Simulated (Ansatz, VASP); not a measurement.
# BN: VASP beside Ansatz

```
CELL_PARAMETERS angstrom
2.55893 0.00147 0.00000
1.27818 2.21684 0.00000
0.00000 0.00000 26.00000
ATOMIC_POSITIONS crystal
B 0.49998 0.49998 0.50000
N 0.83332 0.83332 0.50000
```

Change from the starting cell: biaxial strain +0.020, atoms relaxed.

Alike in both runs: task relaxation of the atoms; functional PBE; dispersion D3(BJ); k mesh 10 × 10 × 1; occupations gaussian, width 0.02 eV; no spin polarisation.

|  | VASP | Ansatz |
| --- | --- | --- |
| version | VASP 6.6.1 | Ansatz 0.2.0 |
| potentials or method | VASP PAW PBE potentials, release 64 (B, N), cutoff 520 eV | scalar-relativistic, plane waves, PAW |
| valence electrons in the cell | 8 | 8 |

|  | VASP | Ansatz | Ansatz less VASP |
| --- | --- | --- | --- |
| gap on the k mesh at the Fermi level, each at its own relaxed structure (eV) | 4.83 | 4.84 | +0.002 |

Ansatz's warnings: near symmetry operations not taken, stress scf threshold loose.

Noted on VASP's run: the relaxation stopped at its first step, so nothing moved.
